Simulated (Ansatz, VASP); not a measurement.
## Two plane-wave programs on Au

Contents of INCAR:

```
SYSTEM = Au
PREC = Accurate ; ENCUT = 520
EDIFF = 1E-6 ; ISMEAR = 0
SIGMA = 0.15 ; LREAL = .False.
LASPH = .True. ; NELM = 100
ALGO = Fast ; ISIF = 2
LWAVE = .False. ; LCHARG = .True.
GGA = PS ; LELF = .True.
LVHAR = .True. ; NBANDS = 18
```

Contents of KPOINTS:

```
Automatic mesh
0
Gamma
  24 24 12
  0 0 0
```

File POSCAR:

```
Au
1.0
    2.8651901210      0.0000000000      0.0000000000
   -1.4325950605      2.4813274315      0.0000000000
    0.0000000000      0.0000000000      5.0301069144
Au
2
Direct
    0.3333333333      0.6666666667      0.7500000000
    0.6666666667      0.3333333333      0.2500000000
```

Input for Ansatz:

```yaml
crystal:
  lattice:
    - [2.865190121, 0.0, 0.0]
    - [-1.4325950605, 2.4813274315, 0.0]
    - [0.0, 0.0, 5.0301069144]
  atoms:
    - { symbol: Au, position: [0.3333333333, 0.6666666667, 0.75] }
    - { symbol: Au, position: [0.6666666667, 0.3333333333, 0.25] }
basis:
  ecutwfc: 420
kpoints:
  mp_grid: { grid: [24, 24, 12] }
hamiltonian:
  xc: pbesol
scf:
  occupations: { method: gaussian, width: 0.15 }
output:
  forces: true
  stress: true
  eigenvalues: true
```

Change from the starting cell: strain +0.000 along x and y, +0.050 along z, atoms carried along.

Alike in both runs: task single point; functional PBEsol; k mesh 24 × 24 × 12; occupations gaussian, width 0.15 eV; no spin polarisation.

|  | VASP | Ansatz |
| --- | --- | --- |
| version | VASP 6.6.1 | Ansatz 0.2.0 |
| potentials or method | VASP PAW PBE potentials, release 64 (Au), cutoff 520 eV | scalar-relativistic, plane waves, PAW |
| valence electrons in the cell | 22 | 38 |

VASP gave:

```
gap on the k mesh at the Fermi level (eV)                     : none
pressure (GPa)                                                : -6.8
traceless stress, the component that is largest in VASP (GPa) : -1.52
```

**Question.** Estimate Ansatz's values.

**Answer.** gap on the k mesh at the Fermi level (eV): none; pressure (GPa): -6.7; traceless stress, the component that is largest in VASP (GPa): -1.52.

VASP's potentials were made for PBE, not for PBEsol. A gap of «none» marks a metal or a gap that the smearing closes. VASP's potentials hold 22 valence electrons a cell and Ansatz's 38, so a difference there can come from the potentials and not from the codes.

Spin-orbit coupling is off throughout.
